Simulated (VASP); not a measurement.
# Si3N4 (P6_3/m) in VASP: relaxation of the atoms with PBE

Aim: the relaxation of the atoms of Si3N4 with PBE.

Everything below comes from runs of VASP 6.6.1. Logs are shortened: lines on timing, memory, paths and dates and some standing lists are left out, and cuts for length are marked.

### Step 1. The cell of the first run

The structure is hexagonal, space group P6_3/m (No. 176). The conventional cell has a = 7.617 Å, b = 7.617 Å, c = 3.001 Å, α = 90.00°, β = 90.00°, γ = 120.00°. Si (site symmetry m) has 4 N at 1.73 to 1.78 Å within 2.3 Å. Within 2.3 Å of N (site symmetry -6) lie 3 Si at 1.73 Å. Within 2.3 Å of N (site symmetry m) lie 3 Si at 1.74 to 1.78 Å.

### Step 2. Relaxation of the atoms, PBE (z stretched by +3 %)

The input, INCAR:

```
PREC = Accurate ; ENCUT = 520
EDIFF = 1E-6 ; ISMEAR = -1
SIGMA = 0.02 ; LREAL = F
LASPH = T ; NELM = 60
ALGO = Normal ; ISIF = 2
LWAVE = F ; LCHARG = F
GGA = PE ; IBRION = 2
NSW = 80 ; EDIFFG = -0.02
```

The input, KPOINTS:

```
Automatic mesh
0
Gamma
  4 4 9
```

The input, POSCAR:

```
Si3N4
1.0
    7.6170000000      0.0000000000      0.0000000000
   -3.8085000000      6.5965155006      0.0000000000
    0.0000000000      0.0000000000      3.0008020000
Si N
6 8
Direct
    0.1740483666      0.7679428916      0.2500000000
    0.4061054750      0.1740483666      0.7500000000
    0.2320571084      0.4061054750      0.2500000000
    0.8259516334      0.2320571084      0.7500000000
    0.5938945250      0.8259516334      0.2500000000
    0.7679428916      0.5938945250      0.7500000000
    0.3333333333      0.6666666667      0.2500000000
    0.6666666667      0.3333333333      0.7500000000
    0.3297879503      0.0300001295      0.2500000000
    0.2997878208      0.3297879503      0.7500000000
    0.9699998705      0.2997878208      0.2500000000
    0.6702120497      0.9699998705      0.7500000000
    0.7002121792      0.6702120497      0.2500000000
    0.0300001295      0.7002121792      0.7500000000
```

Potentials or basis: VASP PAW PBE potentials, release 64 (Si, N).

The run is started by

```bash
> cat potpaw_PBE.64/Si/POTCAR potpaw_PBE.64/N/POTCAR > POTCAR
> mpirun -np 1 vasp_std > vasp.out
```

OUTCAR:

```text
PREC = Accurate
   ENCUT = 520
   EDIFF = 1E-6
   ISMEAR = -1
   LREAL = F
   LASPH = T
   NELM = 60
   ISIF = 2
   GGA = PE
   IBRION = 2
   NSW = 80
   EDIFFG = -0.02

 ion  position               nearest neighbor table
   1  0.174  0.768  0.250-   7 1.73   9 1.74  14 1.78  14 1.78   3 3.00   5 3.00   2 3.08   2 3.08
                             6 3.08   6 3.08
   2  0.406  0.174  0.750-   8 1.73  10 1.74   9 1.78   9 1.78   6 3.00   4 3.00   1 3.08   1 3.08
                             3 3.08   3 3.08
   3  0.232  0.406  0.250-   7 1.73  11 1.74  10 1.78  10 1.78   5 3.00   1 3.00   2 3.08   2 3.08
                             4 3.08   4 3.08
   4  0.826  0.232  0.750-   8 1.73  12 1.74  11 1.78  11 1.78   6 3.00   2 3.00   5 3.08   5 3.08
                             3 3.08   3 3.08
   5  0.594  0.826  0.250-   7 1.73  13 1.74  12 1.78  12 1.78   3 3.00   1 3.00   4 3.08   4 3.08
                             6 3.08   6 3.08
   6  0.768  0.594  0.750-   8 1.73  14 1.74  13 1.78  13 1.78   2 3.00   4 3.00   5 3.08   5 3.08
                             1 3.08   1 3.08
   7  0.333  0.667  0.250-   1 1.73   5 1.73   3 1.73
   8  0.667  0.333  0.750-   4 1.73   2 1.73   6 1.73
   9  0.330  0.030  0.250-   1 1.74   2 1.78   2 1.78
  10  0.300  0.330  0.750-   2 1.74   3 1.78   3 1.78
  11  0.970  0.300  0.250-   3 1.74   4 1.78   4 1.78
  12  0.670  0.970  0.750-   4 1.74   5 1.78   5 1.78
  13  0.700  0.670  0.250-   5 1.74   6 1.78   6 1.78
  14  0.030  0.700  0.750-   6 1.74   1 1.78   1 1.78

  LATTYP: Found a hexagonal cell.
 ALAT       =     7.6170000000
 C/A-ratio  =     0.3939611396

  Lattice vectors:

 A1 = (   7.6170000000,   0.0000000000,   0.0000000000)
 A2 = (  -3.8085000000,   6.5965155006,   0.0000000000)
 A3 = (   0.0000000000,   0.0000000000,   3.0008020000)

Analysis of symmetry for initial positions (statically):
=====================================================================
 Subroutine PRICEL returns:
 Original cell was already a primitive cell.

 Routine SETGRP: Setting up the symmetry group for a
 hexagonal supercell.

 Subroutine GETGRP returns: Found 12 space group operations
 (whereof  6 operations were pure point group operations)
 out of a pool of 24 trial point group operations.

The static configuration has the point symmetry S_6 .
 The point group associated with its full space group is C_6h.

Analysis of symmetry for dynamics (positions and initial velocities):
=====================================================================
 Subroutine PRICEL returns:
 Original cell was already a primitive cell.

 Routine SETGRP: Setting up the symmetry group for a
 hexagonal supercell.

 Subroutine GETGRP returns: Found 12 space group operations
 (whereof  6 operations were pure point group operations)
 out of a pool of 24 trial point group operations.

The dynamic configuration has the point symmetry S_6 .
 The point group associated with its full space group is C_6h.

 Subroutine INISYM returns: Found 12 space group operations
 (whereof  6 operations are pure point group operations),
 and found     1 'primitive' translations

----------------------------------------------------------------------------------------

                                     Primitive cell

  volume of cell :     150.7773

  direct lattice vectors                    reciprocal lattice vectors
     7.617000000  0.000000000  0.000000000     0.131285283  0.075797593  0.000000000
    -3.808500000  6.596515501  0.000000000     0.000000000  0.151595187  0.000000000
     0.000000000  0.000000000  3.000802000     0.000000000  0.000000000  0.333244246

  length of vectors
     7.617000000  7.617000000  3.000802000     0.151595187  0.151595187  0.333244246

  position of ions in fractional coordinates (direct lattice)
     0.174048367  0.767942892  0.250000000
     0.406105475  0.174048367  0.750000000
     0.232057108  0.406105475  0.250000000
     0.825951633  0.232057108  0.750000000
     0.593894525  0.825951633  0.250000000
     0.767942892  0.593894525  0.750000000
     0.333333333  0.666666667  0.250000000
     0.666666667  0.333333333  0.750000000
     0.329787950  0.030000130  0.250000000
     0.299787821  0.329787950  0.750000000
     0.969999870  0.299787821  0.250000000
     0.670212050  0.969999870  0.750000000
     0.700212179  0.670212050  0.250000000
     0.030000130  0.700212179  0.750000000

  ion indices of the primitive-cell ions
   primitive index   ion index
                 1           1
                 2           2
                 3           3
                 4           4
                 5           5
                 6           6
                 7           7
                 8           8
                 9           9
                10          10
                11          11
                12          12
                13          13
                14          14

----------------------------------------------------------------------------------------

 KPOINTS: Automatic mesh

Automatic generation of k-mesh.
 Grid dimensions read from file:
 generate k-points for:    4    4    9

 Generating k-lattice:

  Cartesian coordinates                     Fractional coordinates (reciprocal lattice)
     0.032821321  0.018949398  0.000000000     0.250000000  0.000000000  0.000000000
     0.000000000  0.037898797  0.000000000     0.000000000  0.250000000  0.000000000
     0.000000000  0.000000000  0.037027138     0.000000000  0.000000000  0.111111111

  Length of vectors
     0.037898797  0.037898797  0.037027138

  Shift w.r.t. Gamma in fractional coordinates (k-lattice)
     0.000000000  0.000000000  0.000000000

 Subroutine IBZKPT returns following result:
 ===========================================

 Found     20 irreducible k-points:

 Following reciprocal coordinates:
            Coordinates               Weight
  0.000000  0.000000  0.000000      1.000000
  0.250000  0.000000  0.000000      6.000000
  0.500000  0.000000  0.000000      3.000000
  0.250000  0.250000  0.000000      6.000000
  0.000000  0.000000  0.111111      2.000000
  0.250000  0.000000  0.111111     12.000000
[... 12 lines left out ...]
  0.500000  0.000000  0.444444      6.000000
  0.250000  0.250000  0.444444     12.000000
   k-points           NKPTS =     20   k-points in BZ     NKDIM =     20   number of bands    NBANDS=     40
   number of dos      NEDOS =    301   number of ions     NIONS =     14
   total plane-waves  NPLWV =  86400
   dimension x,y,z NGX =    60 NGY =   60 NGZ =   24
   dimension x,y,z NGXF=   120 NGYF=  120 NGZF=   48
   ions per type =               6   8
   NGX,Y,Z   is equivalent  to a cutoff of  13.10, 13.10, 13.30 a.u.
   NGXF,Y,Z  is equivalent  to a cutoff of  26.19, 26.19, 26.59 a.u.
 SYSTEM =  unknown system
   PREC   = accura    normal or accurate (medium, high low for compatibility)
   ISTART =      0    job   : 0-new  1-cont  2-samecut
   ICHARG =      2    charge: 1-file 2-atom 10-const
   ISPIN  =      1    spin polarized calculation?
   LNONCOLLINEAR =      F non collinear calculations
   LSORBIT =      F    spin-orbit coupling
   LASPH  =      T    aspherical Exc in radial PAW
   ENCUT  =  520.0 eV  38.22 Ry    6.18 a.u.  14.16 14.16  5.58*2*pi/ulx,y,z
   NELM   =     60;   NELMIN=  2; NELMDL= -5     # of ELM steps
   EDIFF  = 0.1E-05   stopping-criterion for ELM
   LREAL  =      F    real-space projection
   EDIFFG = -.2E-01   stopping-criterion for IOM
   NSW    =     80    number of steps for IOM
   IBRION =      2    ionic relax: 0-MD 1-quasi-New 2-CG
   NFREE  =      1    steps in history (QN), initial steepest desc. (CG)
   ISIF   =      2    stress and relaxation
   ISYM   =      2    0-nonsym 1-usesym 2-fastsym
   POTIM  = 0.5000    time-step for ionic-motion
   TEBEG  =    0.0;   TEEND  =   0.0 temperature during run
   PSTRESS=    0.0 pullay stress
   NELECT =      64.0000    total number of electrons
   NUPDOWN=      -1.0000    fix difference up-down
   EMIN   =  10.00;   EMAX   =-10.00  energy-range for DOS
   EFERMI =   0.00;   METHOD = LEGACY
   ISMEAR =    -1;   SIGMA  =   0.02  broadening in eV -4-tet -1-fermi 0-gaus
   EFERMI_NEDOS =   21; number of points for ismear=-14 and -15
   IALGO  =     38    algorithm
   IMIX   =      4    mixing-type and parameters
     AMIX     =   0.40;   BMIX     =  1.00
     AMIX_MAG =   1.60;   BMIX_MAG =  1.00
  volume/ion in A,a.u.               =      10.77        72.68
  Fermi-wavevector in a.u.,A,eV,Ry     =   1.230334  2.324993 20.595419  1.513721
  Thomas-Fermi vector in A             =   2.365186
   LORBIT       =      0    0 simple, 1 ext, 2 COOP (PROOUT), +10 PAW based schemes
   GGA     = PE    functional components
   LHFCALC =     F    Hartree Fock is set to
   AEXX    =    0.0000 exact exchange contribution
   IVDW    =     0    specifies the selected vdW correction
   LEPSILON=     F    determine dielectric tensor
   LRPA    =     F    only Hartree local field effects (RPA)
 conjugate gradient relaxation of ions
 non-spin polarized calculation
  energy-cutoff  :      520.00
  volume of cell :      150.78
 maximum number of plane-waves:      4094
 NGX is ok and might be reduce to    60
   NGX = 29   NGY = 29   NGZ = 11

--------------------------------------- Ionic step        1  -------------------------------------------

 number of electron      64.0000007 magnetization

 Free energy of the ion-electron system (eV)
  ---------------------------------------------------
  ext. energy  EPLUGINS =         0.00000000
  ---------------------------------------------------
  free energy    TOTEN  =      -114.37393009 eV

  energy without entropy =     -114.37393009  energy(sigma->0) =     -114.37393009

------------------------ aborting loop because EDIFF is reached ----------------------------------------

  FORCE on cell =-STRESS in cart. coord.  units (eV):
  Direction    XX          YY          ZZ          XY          YZ          ZX
  --------------------------------------------------------------------------------------
  -------------------------------------------------------------------------------------
  Total        1.3203308      1.3203308    -12.6116392      0.0000000      0.0000000      0.0000000
  in kB       14.0299924     14.0299924   -134.0127860      0.0000003      0.0000000      0.0000000
  external PRESSURE =     -35.3176004 kB  Pullay stress =       0.0000000 kB
[... 369 lines left out ...]
  energy  without entropy=     -114.4013914993  energy(sigma->0) =     -114.40139150

--------------------------------------- Ionic step        9  -------------------------------------------

 number of electron      64.0000008 magnetization

 Free energy of the ion-electron system (eV)
  ---------------------------------------------------
  ext. energy  EPLUGINS =         0.00000000
  ---------------------------------------------------
  free energy    TOTEN  =      -114.40197186 eV

  energy without entropy =     -114.40197186  energy(sigma->0) =     -114.40197186

 E-fermi :   6.8452     XC(G=0): -10.6607

 val. band max:        6.4335408586   @ k =   0.0000   0.0000   0.2222
 cond. band min:      10.1392180679   @ k =   0.0000   0.0000   0.0000
 fundamental gap:      3.7056772092
 Fermi energy:         6.8452262397

 k-point     1 :       0.0000    0.0000    0.0000
  band No.  band energies     occupation
      1     -11.5364      2.00000
      2     -10.0988      2.00000
      3     -10.0988      2.00000
      4      -9.5041      2.00000
      5      -9.3042      2.00000
      6      -9.3042      2.00000
[... 890 lines left out ...]
  FREE ENERGIE OF THE ION-ELECTRON SYSTEM (eV)
  ---------------------------------------------------
  free  energy   TOTEN  =      -114.4019718637 eV

  energy  without entropy=     -114.4019718636  energy(sigma->0) =     -114.40197186

 reached required accuracy - stopping structural energy minimisation
```

Wall time 21 min (1 thread of Oxide Virtual Turin-like, shared host); peak memory 0.29 GiB.

Results:

```
Free energy                  : -114.4020 eV
Energy gained by relaxing    : 2.0 meV/atom
Ionic steps                  : 9
Pressure after relaxing      : -3.5 GPa
Largest force after relaxing : 0.014 eV/Å
Band gap on the k mesh       : 3.71 eV (least direct gap 4.07 eV)
```

Forces in eV/Å, atoms in the order of the input:
```
Si   0.009 -0.009  0.000
Si   0.012  0.003  0.000
Si   0.004  0.012  0.000
Si  -0.009  0.009  0.000
Si  -0.012 -0.003  0.000
Si  -0.004 -0.012  0.000
N    0.000  0.000  0.000
N    0.000  0.000  0.000
N    0.011  0.007  0.000
N   -0.001  0.014  0.000
N   -0.012  0.006  0.000
N   -0.011 -0.007  0.000
N    0.001 -0.014  0.000
N    0.012 -0.006  0.000
```

The path:
```
step  energy change (eV)  largest force (eV/Å)  pressure (GPa)
   1              0.0000                0.4334           -3.53
   2              0.0267                0.7302           -3.84
   3             -0.0216                0.0949           -3.72
   4             -0.0240                0.0563           -3.68
   5             -0.0256                0.0838           -3.63
   6             -0.0265                0.0599           -3.58
   7             -0.0266                0.0447           -3.59
   8             -0.0275                0.0316           -3.54
   9             -0.0280                0.0136           -3.45
```

Final structure:
```
Si N
1.0
     7.61700    0.00000    0.00000
    -3.80850    6.59652    0.00000
     0.00000    0.00000    3.00080
Si N
6 8
Cartesian
  -1.6018 5.0795 0.7502
  2.4171 1.1525 2.2506
  0.2104 2.6696 0.7502
  5.4103 1.5170 2.2506
  1.3914 5.4440 0.7502
  3.5981 3.9270 2.2506
  0.0000 4.3977 0.7502
  3.8085 2.1988 2.2506
  2.3854 0.2199 0.7502
  1.0022 2.1758 2.2506
  6.2339 1.9559 0.7502
  1.4231 6.3766 2.2506
  2.8063 4.4207 0.7502
  -2.4254 4.6407 2.2506
```

Levels at points of the mesh, in eV from the valence-band top:
```tsv
k point	band 30	band 31	band 32	band 33	band 34	band 35
(0.00, 0.00, 0.00)	-0.63	-0.37	-0.37	3.71	4.28	4.33
(0.50, 0.00, 0.00)	-0.71	-0.49	-0.42	4.13	4.13	4.25
```

Caveat: the cell differs from its parent crystal (z stretched by +3 %).
